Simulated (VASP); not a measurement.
A run of VASP 6.6.1 is set up as follows.

File INCAR:

```
SYSTEM = GaAs
  ALGO = Normal
  EDIFF = 1E-6
  ENCUT = 520
  GGA = PE
  ISIF = 2
  ISMEAR = 0
  LASPH = .TRUE.
  LCHARG = .FALSE.
  LREAL = .FALSE.
  LWAVE = .FALSE.
  NBANDS = 16
  NELM = 60
  PREC = Accurate
  SIGMA = 0.1
```

The input KPOINTS:

```
k-points
0
G
  6 6 4
  0 0 0
```

File POSCAR:

```
GaAs
1.0
    3.1822940392      0.0000000000      0.0000000000
    0.0000000000      3.1822940392      0.0000000000
    0.0000000000      0.0000000000      3.8320009452
Ga As
1 1
Direct
    0.5000000000      0.5000000000      0.5000000000
    0.0000000000      0.0000000000      0.0000000000
```

Potentials or basis: VASP PAW PBE potentials, release 64 (Ga_d, As).

Run with:

```console
$ cat potpaw_PBE.64/Ga_d/POTCAR potpaw_PBE.64/As/POTCAR > POTCAR
$ mpirun -np 1 vasp_std > vasp.out
```

(1) Estimate the pressure.

(2) Predict the band gap on the k mesh.

Results:

(1) 0.1 GPa.

(2) zero (band 9 reaches 7.62 eV, above the bottom of band 10 at 3.98 eV).

Caveat: the k points lie up to 0.41 Å⁻¹ apart.
